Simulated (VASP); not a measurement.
Wanted: the native input for a VASP 6.6.1 run.

| Quantity | Value |
| --- | --- |
| Task | single point |
| Functional | PBE |
| Potentials or basis | VASP PAW PBE potentials, release 64 (Na_pv, C) |
| Cutoff | 520 eV |
| k mesh | 8 × 8 × 8 |
| Occupations | gaussian, width 0.1 eV |
| Spin | collinear spin |
| Starting moments | [0.0, 0.0, 0.0, 0.0, 0.5] μB |
| Dipole correction | no |
| Further INCAR settings | ALGO = Normal; EDIFF = 1e-06; NBANDS = 28 |

The structure of Na4C lies in POSCAR:

```
Na4C
1.0
    5.0597242801      0.0000000000      0.0000000000
    0.0000000000      5.0597242801      0.0000000000
    0.0000000000      0.0000000000      5.0597242801
Na C
4 1
Direct
    0.0000000000      0.0000000000      0.0000000000
    0.5000000000      0.5000000000      0.0000000000
    0.5000000000      0.0000000000      0.5000000000
    0.0000000000      0.5000000000      0.5000000000
    0.5000000000      0.5000000000      0.5000000000
```

The cell was built from a structure type or drawn by symmetry, and may not be a known phase.

These files were run (other wordings do the same):

INCAR

```
PREC     = Accurate       # precision mode
ENCUT    = 520            # plane-wave cutoff, eV
EDIFF    = 1E-6           # SCF threshold, eV
ISMEAR   = 0              # smearing method
SIGMA    = 0.1            # smearing width, eV
LREAL    = False          # projectors in reciprocal space
LASPH    = True           # aspherical terms in the spheres
NELM     = 150            # most SCF steps
ALGO     = Normal         # electronic algorithm
ISIF     = 2              # what is computed and relaxed
LWAVE    = False          # write WAVECAR
LCHARG   = True           # write CHGCAR
ISPIN    = 2              # spin polarisation
MAGMOM   = 0 0 0 0 0.5    # initial moments
LORBIT   = 11             # projections on sites
GGA      = PE             # functional
LELF     = True           # ELF
LVHAR    = True         
NBANDS   = 28             # bands
```

KPOINTS

```
regular mesh
0
Gamma
  8 8 8
```

Potentials or basis: VASP PAW PBE potentials, release 64 (Na_pv, C).

Launch:

```console
$ cat potpaw_PBE.64/Na_pv/POTCAR potpaw_PBE.64/C/POTCAR > POTCAR
$ mpirun -np 1 vasp_std > vasp.out
```

It gave:

```yaml
Pressure: 0.1 GPa
Net_moment: 0.24 μB per cell
Site_moments: Na -0.01, -0.00 (each value once); C +0.17 μB
Valence_electrons_inside_the_program's_atomic_spheres: Na 6.05, 6.09 (each value once); C 2.12
```

It took 3 min on 1 thread of AMD EPYC 9R45 96-Core Processor (Zen 5), on a shared host, peak memory 0.35 GiB.
